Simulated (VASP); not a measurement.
# CuP (Fm-3m) in VASP: a series of runs, part 2 of 2

VASP 6.6.1.

**4. Single point, r2SCAN (14.52 Å³/atom)**

This run uses another cell than the first one, of 14.52 Å³/atom.

POSCAR

```
CuP
1.0
    0.0000000000      2.4395488124      2.4395488124
    2.4395488124      0.0000000000      2.4395488124
    2.4395488124      2.4395488124      0.0000000000
Cu P
1 1
Direct
    0.5000000000      0.5000000000      0.5000000000
    0.0000000000      0.0000000000      0.0000000000
```

INCAR.step1

```
SYSTEM = CuP
ALGO     = Normal         ! electronic algorithm
EDIFF    = 1E-4           ! SCF threshold, eV
ENCUT    = 520            ! plane-wave cutoff, eV
GGA      = PE             ! functional
ISMEAR   = 0              ! smearing method
LASPH    = .TRUE.         ! aspherical terms in the spheres
LCHARG   = .FALSE.        ! write CHGCAR
LREAL    = .FALSE.        ! projectors in reciprocal space
LWAVE    = .TRUE.         ! write WAVECAR
NBANDS   = 15             ! bands
NELM     = 60             ! most SCF steps
PREC     = Accurate       ! precision mode
SIGMA    = 0.05           ! smearing width, eV
```

INCAR.step2

```
SYSTEM = CuP
ALGO     = Normal         ! electronic algorithm
EDIFF    = 1E-6           ! SCF threshold, eV
ENCUT    = 520            ! plane-wave cutoff, eV
ISIF     = 2              ! what is computed and relaxed
ISMEAR   = 0              ! smearing method
ISTART   = 1            
LASPH    = .TRUE.         ! aspherical terms in the spheres
LCHARG   = .FALSE.        ! write CHGCAR
LMIXTAU  = .TRUE.       
LREAL    = .FALSE.        ! projectors in reciprocal space
LWAVE    = .FALSE.        ! write WAVECAR
METAGGA  = R2SCAN         ! meta-GGA
NBANDS   = 15             ! bands
NELM     = 60             ! most SCF steps
PREC     = Accurate       ! precision mode
SIGMA    = 0.05           ! smearing width, eV
```

KPOINTS

```
k-points
0
G
  12 12 12
  0 0 0
```

Potentials or basis: VASP PAW PBE potentials, release 64 (Cu, P).

The run is started by

```sh
$ cat potpaw_PBE.64/Cu/POTCAR potpaw_PBE.64/P/POTCAR > POTCAR
$ cp INCAR.step1 INCAR
$ mpirun -np 1 vasp_std > vasp.out
$ cp INCAR.step2 INCAR
$ mpirun -np 1 vasp_std > vasp.out
```

OUTCAR:

```text
SYSTEM = CuP
   EDIFF = 1E-6
   ENCUT = 520
   ISIF = 2
   ISMEAR = 0
   ISTART = 1
   LASPH = .TRUE.
   LREAL = .FALSE.
   METAGGA = R2SCAN
   NELM = 60
   PREC = Accurate

 ion  position               nearest neighbor table
   1  0.500  0.500  0.500-   2 2.44   2 2.44   2 2.44   2 2.44   2 2.44   2 2.44
   2  0.000  0.000  0.000-   1 2.44   1 2.44   1 2.44   1 2.44   1 2.44   1 2.44

  LATTYP: Found a face centered cubic cell.
 ALAT       =     4.8790976248

  Lattice vectors:

 A1 = (   0.0000000000,   2.4395488124,   2.4395488124)
 A2 = (   2.4395488124,   0.0000000000,   2.4395488124)
 A3 = (   2.4395488124,   2.4395488124,   0.0000000000)
[... 611 lines left out ...]
     13      19.6015      0.00000
     14      21.4252      0.00000
     15      21.8483      0.00000

 [... further k-points ...]
[... 5 lines left out ...]
  --------------------------------------------------------------------------------------
  -------------------------------------------------------------------------------------
  Total       -0.7965907     -0.7965907     -0.7965907      0.0000000     -0.0000000      0.0000000
  in kB      -43.9528767    -43.9528767    -43.9528767      0.0000000     -0.0000000      0.0000000
  external PRESSURE =     -43.9528767 kB  Pullay stress =       0.0000000 kB

 VOLUME and BASIS-vectors are now :
 -----------------------------------------------------------------------------
  energy-cutoff  :      520.00
  volume of cell :       29.04
      direct lattice vectors                 reciprocal lattice vectors
     0.000000000  2.439548812  2.439548812    -0.204955932  0.204955932  0.204955932
     2.439548812  0.000000000  2.439548812     0.204955932 -0.204955932  0.204955932
     2.439548812  2.439548812  0.000000000     0.204955932  0.204955932 -0.204955932

 POSITION                                       TOTAL-FORCE (eV/Angst)
 -----------------------------------------------------------------------------------
      2.43955      2.43955      2.43955         0.000000     -0.000000      0.000000
      0.00000      0.00000      0.00000        -0.000000      0.000000     -0.000000
 -----------------------------------------------------------------------------------
    total drift:                                0.000000      0.000000      0.000000

  FREE ENERGIE OF THE ION-ELECTRON SYSTEM (eV)
  ---------------------------------------------------
  free  energy   TOTEN  =       -19.3604292476 eV

  energy  without entropy=      -19.3586434460  energy(sigma->0) =      -19.35953635
```

OUTCAR.step1:

```text
SYSTEM = CuP
   EDIFF = 1E-4
   ENCUT = 520
   GGA = PE
   ISMEAR = 0
   LASPH = .TRUE.
   LREAL = .FALSE.
[... 653 lines left out ...]
      2.43955      2.43955      2.43955         0.000000      0.000000      0.000000
      0.00000      0.00000      0.00000        -0.000000     -0.000000     -0.000000
 -----------------------------------------------------------------------------------
    total drift:                                0.000000      0.000000      0.000000

  FREE ENERGIE OF THE ION-ELECTRON SYSTEM (eV)
  ---------------------------------------------------
  free  energy   TOTEN  =        -8.7052617146 eV

  energy  without entropy=       -8.7040264427  energy(sigma->0) =       -8.70464408
```

OSZICAR.step1:

```text
N       E                     dE             d eps       ncg     rms          rms(c)
DAV:   1     0.683016108345E+02    0.68302E+02   -0.72042E+03  2192   0.140E+03
DAV:   2    -0.699029173787E+01   -0.75292E+02   -0.67570E+02  2272   0.236E+02
DAV:   3    -0.107339740455E+02   -0.37437E+01   -0.35323E+01  2874   0.530E+01
DAV:   4    -0.108033771254E+02   -0.69403E-01   -0.69304E-01  2505   0.648E+00
DAV:   5    -0.108050465598E+02   -0.16694E-02   -0.16692E-02  2916   0.112E+00    0.136E+01
DAV:   6    -0.126866020129E+02   -0.18816E+01   -0.37987E+01  2307   0.183E+02    0.119E+01
DAV:   7    -0.882935217808E+01    0.38572E+01   -0.88081E+00  2574   0.894E+01    0.301E+00
DAV:   8    -0.870457024617E+01    0.12478E+00   -0.79527E-01  3050   0.218E+01    0.133E+00
DAV:   9    -0.870631319844E+01   -0.17430E-02   -0.78424E-02  2727   0.203E+00    0.516E-01
DAV:  10    -0.870553224815E+01    0.78095E-03   -0.15466E-03  2909   0.314E-01    0.236E-01
DAV:  11    -0.870528005223E+01    0.25220E-03   -0.17921E-03  3375   0.111E+00    0.758E-02
DAV:  12    -0.870526171465E+01    0.18338E-04   -0.12802E-04  1541   0.116E-01
   1 F= -.87052617E+01 E0= -.87046441E+01  d E =-.123527E-02
```

Run time: 3.5 min. Hardware: 1 thread of Intel Xeon 8259CL, shared host; peak memory 0.18 GiB.

What came out:

```
Free energy            : -19.3604 eV
Pressure               : -4.4 GPa
Band gap on the k mesh : zero (bands 8 and 9 overlap by 4.70 eV)
```

Levels at points of the mesh, in eV from the Fermi level:
```
           k point  band 6  band 7  band 8  band 9  band 10  band 11
(0.00, 0.00, 0.00)   -3.55    1.12    1.12    1.12     7.33     9.73
(0.50, 0.00, 0.00)   -3.12   -2.69    2.51    2.51     5.55     6.22
(0.50, 0.50, 0.00)   -3.01   -2.25   -1.85   -1.85     1.64     5.95
```

Caveat: the cell stands under tension; the PAW data sets were made with another functional, which shifts forces and pressure a little.

**5. Summary**

```csv
cell,gap on the mesh (eV),pressure (GPa)
"a = 3.427 Å, angles 60.0°, 2 atoms",none,-2.3
"a = 3.428 Å, angles 60.0°, 2 atoms",none,-2.2
"a = 3.450 Å, angles 60.0°, 2 atoms",none,-4.4
```

Alike in all rows: task single point; level r2SCAN; potentials or basis VASP PAW PBE potentials, release 64 (Cu, P); no spin polarisation; k mesh 12 × 12 × 12; cutoff (eV) 520; smearing gaussian 0.05 eV.

Caveats: the PAW data sets were made with another functional, which shifts forces and pressure a little; the cell stands under tension (at least some runs).

Total energies depend on the potentials used, so only differences within one code and one set of settings carry meaning.
